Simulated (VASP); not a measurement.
Here is a VASP 6.6.1 calculation.

INCAR

```
PREC = Accurate
ENCUT = 520
EDIFF = 1E-8
ISMEAR = -1
SIGMA = 0.08
LREAL = F
LASPH = T
NELM = 100
ALGO = Normal
ISIF = 2
LWAVE = F
LCHARG = F
GGA = PE
LEFG = T
NBANDS = 17
```

The input KPOINTS:

```
Automatic mesh
0
Gamma
  11 11 11
```

File POSCAR:

```
SnTe
1.0
    0.0000000000      3.1565000000      3.2196300000
    3.1565000000      0.0000000000      3.2196300000
    3.1565000000      3.1565000000      0.0000000000
Sn Te
1 1
Direct
    0.0000000000      0.0000000000      0.0000000000
    0.5000000000      0.5000000000      0.5000000000
```

Potentials or basis: VASP PAW PBE potentials, release 64 (Sn_d, Te).

Command:

```bash
$ cat potpaw_PBE.64/Sn_d/POTCAR potpaw_PBE.64/Te/POTCAR > POTCAR
$ mpirun -np 1 vasp_std > vasp.out
```

Q: Predict the band gap on the k mesh.

A: 0.39 eV.

Q: What does it give for the pressure?

A: 1.1 GPa.

Electric field gradients, principal values (V/Å²):
| atom | least | middle | greatest (by size) |
| --- | --- | --- | --- |
| 1 Sn | -14.439 | -14.444 | 28.883 |
| 2 Te | -2.936 | -2.936 | 5.871 |

Caveat: the cell differs from its parent crystal (zz strain of +2 %); without QUAD_EFG the Cq values of the log hold for a quadrupole moment of 1 mb, not for the nuclei; spin-orbit coupling is left out, which moves the levels of the heavy elements; an odd mesh through Γ misses points on the zone boundary, where band edges can lie.
